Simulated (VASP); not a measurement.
# CoPtO2 (R-3m) in VASP: single point with PBE

Aim: the single point of CoPtO2 with PBE.

Everything below comes from runs of VASP 6.6.1. Logs are shortened: lines on timing, memory, paths and dates and some standing lists are left out, and cuts for length are marked.

## Step 1: The cell of the first run

Symmetry: R-3m, No. 166, trigonal system. The conventional cell has a = 2.940 Å, b = 2.940 Å, c = 18.420 Å, α = 90.00°, β = 90.00°, γ = 120.00°. Co (site symmetry -3m) has 6 O at 1.97 Å within 2.6 Å. Within 2.7 Å of Pt (site symmetry -3m) lie 2 O at 2.07 Å. Within 2.7 Å of O (site symmetry 3m) lie 3 Co at 1.97 Å and 1 Pt at 2.07 Å and 3 O at 2.62 Å.

## Step 2: Single point, PBE (strain +0.030 along x and y, +0.030 along z)

File INCAR:

```
  PREC = Accurate
  ENCUT = 520
  EDIFF = 1E-7
  ISMEAR = 0
  SIGMA = 0.15
  LREAL = F
  LASPH = T
  NELM = 100
  ALGO = Normal
  ISIF = 2
  LWAVE = F
  LCHARG = T
  GGA = PE
  LELF = T
  LVHAR = T
  NBANDS = 24
```

File KPOINTS:

```
Automatic mesh
0
Gamma
  18 18 18
```

File POSCAR:

```
CoPtO2
1.0
    1.4702168280      0.8488300814      6.1399172004
   -1.4702168280      0.8488300814      6.1399172004
    0.0000000000     -1.6976601628      6.1399172004
Co Pt O
1 1 2
Direct
    0.5000000000      0.5000000000      0.5000000000
    0.0000000000      0.0000000000      0.0000000000
    0.8876528272      0.8876528272      0.8876528272
    0.1123471728      0.1123471728      0.1123471728
```

Potentials or basis: VASP PAW PBE potentials, release 64 (Co, Pt, O).

Run with:

```bash
cat potpaw_PBE.64/Co/POTCAR potpaw_PBE.64/Pt/POTCAR potpaw_PBE.64/O/POTCAR > POTCAR
mpirun -np 1 vasp_std > vasp.out
```

OUTCAR:

```text
PREC = Accurate
   ENCUT = 520
   EDIFF = 1E-7
   ISMEAR = 0
   LREAL = F
   LASPH = T
   NELM = 100
   ISIF = 2
   GGA = PE

 ion  position               nearest neighbor table
   1  0.500  0.500  0.500-   4 1.97   3 1.97   4 1.97   4 1.97   3 1.97   3 1.97
   2  0.000  0.000  0.000-   3 2.07   4 2.07
   3  0.888  0.888  0.888-   1 1.97   1 1.97   1 1.97   2 2.07
   4  0.112  0.112  0.112-   1 1.97   1 1.97   1 1.97   2 2.07

  LATTYP: Found a trigonal (rhomboedric) cell.
 ALAT       =     6.3702930275
 COS(alpha) =     0.8934695027

  Lattice vectors:

 A1 = (   1.4702168280,   0.8488300814,   6.1399172004)
 A2 = (  -1.4702168280,   0.8488300814,   6.1399172004)
 A3 = (   0.0000000000,  -1.6976601628,   6.1399172004)

Analysis of symmetry for initial positions (statically):
=====================================================================
 Subroutine PRICEL returns:
 Original cell was already a primitive cell.

 Routine SETGRP: Setting up the symmetry group for a
 trigonal (rhombohedral) supercell.

 Subroutine GETGRP returns: Found 12 space group operations
 (whereof 12 operations were pure point group operations)
 out of a pool of 12 trial point group operations.

The static configuration has the point symmetry D_3d.

Analysis of symmetry for dynamics (positions and initial velocities):
=====================================================================
 Subroutine PRICEL returns:
 Original cell was already a primitive cell.

 Routine SETGRP: Setting up the symmetry group for a
 trigonal (rhombohedral) supercell.

 Subroutine GETGRP returns: Found 12 space group operations
 (whereof 12 operations were pure point group operations)
 out of a pool of 12 trial point group operations.

The dynamic configuration has the point symmetry D_3d.

 Subroutine INISYM returns: Found 12 space group operations
 (whereof 12 operations are pure point group operations),
 and found     1 'primitive' translations

----------------------------------------------------------------------------------------

                                     Primitive cell

  volume of cell :      45.9744

  direct lattice vectors                    reciprocal lattice vectors
     1.470216828  0.848830081  6.139917200     0.340085891  0.196348681  0.054289549
    -1.470216828  0.848830081  6.139917200    -0.340085891  0.196348681  0.054289549
     0.000000000 -1.697660163  6.139917200     0.000000000 -0.392697362  0.054289549

  length of vectors
     6.370293027  6.370293027  6.370293027     0.396432305  0.396432305  0.396432305

  position of ions in fractional coordinates (direct lattice)
     0.500000000  0.500000000  0.500000000
     0.000000000  0.000000000  0.000000000
     0.887652827  0.887652827  0.887652827
     0.112347173  0.112347173  0.112347173

  ion indices of the primitive-cell ions
   primitive index   ion index
                 1           1
                 2           2
                 3           3
                 4           4

----------------------------------------------------------------------------------------

 KPOINTS: Automatic mesh

Automatic generation of k-mesh.
 Grid dimensions read from file:
 generate k-points for:   18   18   18

 Generating k-lattice:

  Cartesian coordinates                     Fractional coordinates (reciprocal lattice)
     0.018893661  0.010908260  0.003016086     0.055555556  0.000000000 -0.000000000
    -0.018893661  0.010908260  0.003016086     0.000000000  0.055555556 -0.000000000
     0.000000000 -0.021816520  0.003016086    -0.000000000 -0.000000000  0.055555556

  Length of vectors
     0.022024017  0.022024017  0.022024017

  Shift w.r.t. Gamma in fractional coordinates (k-lattice)
     0.000000000  0.000000000  0.000000000

 Subroutine IBZKPT returns following result:
 ===========================================

 Found    580 irreducible k-points:

 Following reciprocal coordinates:
            Coordinates               Weight
  0.000000  0.000000  0.000000      1.000000
  0.055556  0.000000 -0.000000      6.000000
  0.111111  0.000000 -0.000000      6.000000
  0.166667  0.000000  0.000000      6.000000
  0.222222  0.000000  0.000000      6.000000
  0.277778 -0.000000  0.000000      6.000000
[... 16 lines left out ...]
 -0.277778  0.055556 -0.000000     12.000000
 -0.222222  0.055556 -0.000000     12.000000
 [... further k-points ...]
   k-points           NKPTS =    580   k-points in BZ     NKDIM =    580   number of bands    NBANDS=     24
   number of dos      NEDOS =    301   number of ions     NIONS =      4
   total plane-waves  NPLWV = 110592
   dimension x,y,z NGX =    48 NGY =   48 NGZ =   48
   dimension x,y,z NGXF=    96 NGYF=   96 NGZF=   96
   ions per type =               1   1   2
   NGX,Y,Z   is equivalent  to a cutoff of  12.53, 12.53, 12.53 a.u.
   NGXF,Y,Z  is equivalent  to a cutoff of  25.05, 25.05, 25.05 a.u.
 SYSTEM =  unknown system
   PREC   = accura    normal or accurate (medium, high low for compatibility)
   ISTART =      0    job   : 0-new  1-cont  2-samecut
   ICHARG =      2    charge: 1-file 2-atom 10-const
   ISPIN  =      1    spin polarized calculation?
   LNONCOLLINEAR =      F non collinear calculations
   LSORBIT =      F    spin-orbit coupling
   LASPH  =      T    aspherical Exc in radial PAW
   ENCUT  =  520.0 eV  38.22 Ry    6.18 a.u.  11.84 11.84 11.84*2*pi/ulx,y,z
   NELM   =    100;   NELMIN=  2; NELMDL= -5     # of ELM steps
   EDIFF  = 0.1E-06   stopping-criterion for ELM
   LREAL  =      F    real-space projection
   EDIFFG = 0.1E-05   stopping-criterion for IOM
   NSW    =      0    number of steps for IOM
   IBRION =     -1    ionic relax: 0-MD 1-quasi-New 2-CG
   NFREE  =      0    steps in history (QN), initial steepest desc. (CG)
   ISIF   =      2    stress and relaxation
   ISYM   =      2    0-nonsym 1-usesym 2-fastsym
   POTIM  = 0.5000    time-step for ionic-motion
   TEBEG  =    0.0;   TEEND  =   0.0 temperature during run
   PSTRESS=    0.0 pullay stress
   NELECT =      31.0000    total number of electrons
   NUPDOWN=      -1.0000    fix difference up-down
   EMIN   =  10.00;   EMAX   =-10.00  energy-range for DOS
   EFERMI =   0.00;   METHOD = LEGACY
   ISMEAR =     0;   SIGMA  =   0.15  broadening in eV -4-tet -1-fermi 0-gaus
   EFERMI_NEDOS =   21; number of points for ismear=-14 and -15
   IALGO  =     38    algorithm
   IMIX   =      4    mixing-type and parameters
     AMIX     =   0.40;   BMIX     =  1.00
     AMIX_MAG =   1.60;   BMIX_MAG =  1.00
  volume/ion in A,a.u.               =      11.49        77.56
  Fermi-wavevector in a.u.,A,eV,Ry     =   1.435567  2.712828 28.039596  2.060852
  Thomas-Fermi vector in A             =   2.554851
   LORBIT       =      0    0 simple, 1 ext, 2 COOP (PROOUT), +10 PAW based schemes
   GGA     = PE    functional components
   LHFCALC =     F    Hartree Fock is set to
   AEXX    =    0.0000 exact exchange contribution
   IVDW    =     0    specifies the selected vdW correction
   LEPSILON=     F    determine dielectric tensor
   LRPA    =     F    only Hartree local field effects (RPA)
 non-spin polarized calculation
 Gauss-broadening in eV      SIGMA  =   0.15
  energy-cutoff  :      520.00
  volume of cell :       45.97
 maximum number of plane-waves:      1283
   NGX = 23   NGY = 23   NGZ = 23

 number of electron      31.0000001 magnetization

 Free energy of the ion-electron system (eV)
  ---------------------------------------------------
  ext. energy  EPLUGINS =         0.00000000
  ---------------------------------------------------
  free energy    TOTEN  =       -26.23712296 eV

  energy without entropy =      -26.22474473  energy(sigma->0) =      -26.23093385

 E-fermi :   6.8789     XC(G=0): -12.0201

 val. band max:        6.8569217755   @ k =  -0.3333   0.4444   0.2778
 cond. band min:       6.8973118851   @ k =   0.4444   0.4444   0.0000
 fundamental gap:      0.0403901097
 Fermi energy:         6.8788866112

 k-point     1 :       0.0000    0.0000    0.0000
  band No.  band energies     occupation
      1     -13.5246      2.00000
      2     -11.9778      2.00000
      3      -1.5375      2.00000
      4       0.8896      2.00000
      5       1.3033      2.00000
      6       1.3033      2.00000
[... 16 lines left out ...]
     23      22.6055      0.00000
     24      23.6498      0.00000

 k-point     2 :       0.0556    0.0000   -0.0000
  band No.  band energies     occupation
      1     -13.4955      2.00000
      2     -11.9750      2.00000
      3      -1.4963      2.00000
      4       0.9664      2.00000
      5       1.2061      2.00000
      6       1.3179      2.00000
[... 16 lines left out ...]
     23      22.6372      0.00000
     24      23.2640      0.00000

 k-point     3 :       0.1111    0.0000   -0.0000
  band No.  band energies     occupation
      1     -13.4103      2.00000
      2     -11.9670      2.00000
      3      -1.3782      2.00000
      4       0.9769      2.00000
      5       1.1857      2.00000
      6       1.3601      2.00000
[... 16 lines left out ...]
     23      22.3839      0.00000
     24      22.5657      0.00000

 k-point     4 :       0.1667    0.0000    0.0000
  band No.  band energies     occupation
      1     -13.2754      2.00000
      2     -11.9562      2.00000
      3      -1.1989      2.00000
      4       0.7159      2.00000
      5       1.4254      2.00000
      6       1.4791      2.00000
[... 16 lines left out ...]
     23      21.4538      0.00000
     24      21.7798      0.00000

 k-point     5 :       0.2222    0.0000    0.0000
  band No.  band energies     occupation
      1     -13.1018      2.00000
      2     -11.9463      2.00000
      3      -0.9817      2.00000
      4       0.4747      2.00000
      5       1.5074      2.00000
      6       1.6308      2.00000
[... 16 lines left out ...]
     23      20.4599      0.00000
     24      20.6570      0.00000

 k-point     6 :       0.2778   -0.0000    0.0000
  band No.  band energies     occupation
      1     -12.9044      2.00000
      2     -11.9420      2.00000
      3      -0.7561      2.00000
      4       0.2712      2.00000
      5       1.4030      2.00000
      6       1.5981      2.00000
[... 16 lines left out ...]
     23      20.0006      0.00000
     24      20.8300      0.00000
[... 379 lines left out ...]
 k-point    21 :      -0.3889    0.0556   -0.0000
  band No.  band energies     occupation
      1     -12.4346      2.00000
      2     -11.9743      2.00000
      3      -0.3921      2.00000
      4      -0.1436      2.00000
      5       0.9809      2.00000
      6       1.7602      2.00000
[... 16 lines left out ...]
     23      19.4650      0.00000
     24      20.3964      0.00000

 k-point    22 :      -0.3333    0.0556    0.0000
  band No.  band energies     occupation
      1     -12.6027      2.00000
      2     -11.9444      2.00000
      3      -0.4980      2.00000
      4       0.0155      2.00000
      5       1.0179      2.00000
      6       1.6946      2.00000
[... 16 lines left out ...]
     23      19.4619      0.00000
     24      20.8304      0.00000

 k-point    23 :      -0.2778    0.0556   -0.0000
  band No.  band energies     occupation
      1     -12.7966      2.00000
      2     -11.9319      2.00000
      3      -0.6680      2.00000
      4       0.1863      2.00000
      5       1.2286      2.00000
      6       1.6298      2.00000
[... 16 lines left out ...]
     23      19.7116      0.00000
     24      21.2441      0.00000

 k-point    24 :      -0.2222    0.0556   -0.0000
  band No.  band energies     occupation
      1     -12.9950      2.00000
      2     -11.9331      2.00000
      3      -0.8781      2.00000
      4       0.3669      2.00000
      5       1.4549      2.00000
      6       1.6287      2.00000
[... 16 lines left out ...]
     23      20.2151      0.00000
     24      20.5957      0.00000

 [... further k-points ...]

------------------------ aborting loop because EDIFF is reached ----------------------------------------

  FORCE on cell =-STRESS in cart. coord.  units (eV):
  Direction    XX          YY          ZZ          XY          YZ          ZX
  --------------------------------------------------------------------------------------
  -------------------------------------------------------------------------------------
  Total       -4.3807031     -4.3807031     -5.9339185      0.0000000     -0.0000000      0.0000000
  in kB     -152.6646483   -152.6646483   -206.7931947      0.0000000     -0.0000000      0.0000000
  external PRESSURE =    -170.7074971 kB  Pullay stress =       0.0000000 kB

 VOLUME and BASIS-vectors are now :
 -----------------------------------------------------------------------------
  energy-cutoff  :      520.00
  volume of cell :       45.97
      direct lattice vectors                 reciprocal lattice vectors
     1.470216828  0.848830081  6.139917200     0.340085891  0.196348681  0.054289549
    -1.470216828  0.848830081  6.139917200    -0.340085891  0.196348681  0.054289549
     0.000000000 -1.697660163  6.139917200     0.000000000 -0.392697362  0.054289549

 POSITION                                       TOTAL-FORCE (eV/Angst)
 -----------------------------------------------------------------------------------
      0.00000      0.00000      9.20988         0.000000     -0.000000      0.000000
      0.00000      0.00000      0.00000         0.000000     -0.000000     -0.000000
      0.00000      0.00000     16.35034         0.000000     -0.000000     -0.105214
      0.00000      0.00000      2.06941         0.000000      0.000000      0.105214
 -----------------------------------------------------------------------------------
    total drift:                               -0.000000     -0.000000      0.000000

  FREE ENERGIE OF THE ION-ELECTRON SYSTEM (eV)
  ---------------------------------------------------
  free  energy   TOTEN  =       -26.2371229608 eV

  energy  without entropy=      -26.2247447312  energy(sigma->0) =      -26.23093385
```

Wall time 24 min (1 thread of Intel Xeon Platinum 8488C (Sapphire Rapids), shared host); peak memory 0.86 GiB.

Results:

* Free energy: -26.2371 eV
* Pressure: -17.1 GPa
* Largest force: 0.105 eV/Å
* Band gap on the k mesh: zero (an odd number of electrons rules out a gap without spin polarisation)

Forces on the atoms (eV/Å):
```
Co   0.000  0.000  0.000
Pt   0.000  0.000  0.000
O    0.000  0.000 -0.105
O    0.000  0.000  0.105
```

Stress tensor (GPa, compression positive):
```
-15.27   0.00   0.00
  0.00 -15.27   0.00
  0.00   0.00 -20.68
```

Caveat: the cell differs from its parent crystal (strain +0.030 along x and y, +0.030 along z); the cell stands under tension; spin-orbit coupling is left out, which moves the levels of the heavy elements; an odd number of electrons without spin polarisation forces a metal; a magnetic or distorted state may lie lower; the run has no spin polarisation, though such a crystal can be magnetic; semilocal functionals often make such compounds metallic where correlation or magnetic order opens a gap, which also shifts bond lengths. Spin polarisation is off, so any magnetic state and its effect on volume and gap are missing.
